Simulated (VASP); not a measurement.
Set up this calculation in VASP 6.6.1, as the native input.

```yaml
Task: single point
Functional: r2SCAN
Potentials_or_basis: VASP PAW PBE potentials, release 64 (Pb_d, Te)
Cutoff: 520 eV
k_mesh: 8 × 8 × 8
Occupations: gaussian, width 0.01 eV
Spin: no spin polarisation
Dipole_correction: no
Further_INCAR_settings: ALGO = Normal; EDIFF = 1e-06; NBANDS = 17
```

The system is TePb.

```xyz
2
Lattice="0.0000 3.2678 3.2678 3.0884 0.0000 3.2678 3.0884 3.2678 0.0000" Properties=species:S:1:pos:R:3 pbc="T T T"
Pb    0.0000    0.0000    0.0000
Te    3.0884    3.2678    3.2678
```

This cell differs from its parent crystal: uniaxial x strain -5.5%.

The input as run:

POSCAR

```
TePb
1.0
    0.0000000000      3.2678368411      3.2678368411
    3.0884325985      0.0000000000      3.2678368411
    3.0884325985      3.2678368411      0.0000000000
Pb Te
1 1
Direct
    0.0000000000      0.0000000000      0.0000000000
    0.5000000000      0.5000000000      0.5000000000
```

INCAR.step1

```
ALGO = Normal ; EDIFF = 1E-4
ENCUT = 520 ; GGA = PE
ISMEAR = 0 ; LASPH = True
LCHARG = False ; LREAL = False
LWAVE = True ; NBANDS = 17
NELM = 100 ; PREC = Accurate
SIGMA = 0.01
```

INCAR.step2

```
ALGO = Normal ; EDIFF = 1E-6
ENCUT = 520 ; ISIF = 2
ISMEAR = 0 ; ISTART = 1
LASPH = True ; LCHARG = False
LMIXTAU = True ; LREAL = False
LWAVE = False ; METAGGA = R2SCAN
NBANDS = 17 ; NELM = 100
PREC = Accurate ; SIGMA = 0.01
```

KPOINTS

```
k-points
0
Gamma
  8 8 8
```

Potentials or basis: VASP PAW PBE potentials, release 64 (Pb_d, Te).

Command:

```console
$ cat potpaw_PBE.64/Pb_d/POTCAR potpaw_PBE.64/Te/POTCAR > POTCAR
$ cp INCAR.step1 INCAR
$ mpirun -np 1 vasp_std > vasp.out
$ cp INCAR.step2 INCAR
$ mpirun -np 1 vasp_std > vasp.out
```

Results of the run:

```json
{
  "Pressure": "3.2 GPa",
  "Band gap on the k mesh": "0.77 eV"
}
```

Caveat: the cell differs from its parent crystal (uniaxial x strain -5.5%); the stress differs along the axes, from 0 to 9 GPa; the structure was generated, so it needn't be the stable form of TePb; the PAW data sets were made with another functional, which shifts forces and pressure a little; spin-orbit coupling is left out, which moves the levels of the heavy elements.

It took 9.2 min on 1 thread of AMD EPYC 7R13, on a shared host, peak memory 0.23 GiB.
